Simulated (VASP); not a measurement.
Here is a VASP 6.6.1 calculation.

The input INCAR:

```
PREC = Accurate
ENCUT = 520
EDIFF = 1E-6
ISMEAR = 0
SIGMA = 0.05
LREAL = F
LASPH = T
NELM = 80
ALGO = Normal
ISIF = 2
LWAVE = F
LCHARG = F
GGA = PE
NBANDS = 15
```

KPOINTS

```
Automatic mesh
0
Gamma
  6 6 6
```

File POSCAR:

```
CaSe
1.0
    0.0000000000      3.4320000000      3.5640000000
    3.4320000000      0.0000000000      3.5640000000
    3.4320000000      3.4320000000      0.0000000000
Ca Se
1 1
Direct
    0.0000000000      0.0000000000      0.0000000000
    0.7500000000      0.7500000000      0.7500000000
```

Potentials or basis: VASP PAW PBE potentials, release 64 (Ca_sv, Se).

The run is started by

```console
$ cat potpaw_PBE.64/Ca_sv/POTCAR potpaw_PBE.64/Se/POTCAR > POTCAR
$ mpirun -np 1 vasp_std > vasp.out
```

(1) Estimate the pressure.

(2) What does it give for the band gap on the k mesh?

## Answers

(1) -3.8 GPa.

(2) 2.64 eV (least direct gap 2.71 eV).

Caveat: the cell differs from its parent crystal (strain +0.040 along x and y, +0.080 along z); the cell stands under tension.
